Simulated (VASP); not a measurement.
Here is a VASP 6.6.1 calculation.

File INCAR:

```
SYSTEM = MoS2
ALGO = Normal
EDIFF = 1E-6
ENCUT = 500
GGA = PE
GGA_COMPAT = .FALSE.
ISIF = 2
ISMEAR = 0
IVDW = 12
LASPH = .TRUE.
LCHARG = .FALSE.
LREAL = .FALSE.
LWAVE = .FALSE.
NBANDS = 20
NELM = 120
PREC = Accurate
SIGMA = 0.05
```

Contents of KPOINTS:

```
k-points
0
G
  12 12 4
  0 0 0
```

Contents of POSCAR:

```
MoS2
1.0
    3.0953451714      0.0000000000      0.0000000000
   -1.5476725857      2.6806475519      0.0000000000
    0.0000000000      0.0000000000      6.8790951089
Mo S
1 2
Direct
    0.0000000000      0.0000000000      0.0000000000
    0.3333333333      0.6666666667      0.2734172850
    0.3333333333      0.6666666667      0.7265827150
```

Potentials or basis: VASP PAW PBE potentials, release 64 (Mo_sv, S).

Run with:

```bash
$ cat potpaw_PBE.64/Mo_sv/POTCAR potpaw_PBE.64/S/POTCAR > POTCAR
$ mpirun -np 1 vasp_std > vasp.out
```

(1) Predict the pressure.

(2) Predict the dispersion energy per atom.

(3) What does it give for the band gap on the k mesh?

## Answers

(1) -16.5 GPa.

(2) -0.397 eV.

(3) 0.43 eV, indirect (least direct gap 1.06 eV).

Caveat: forces of over 1 eV/Å act on the atoms, so gaps and moduli don't describe the material at rest.
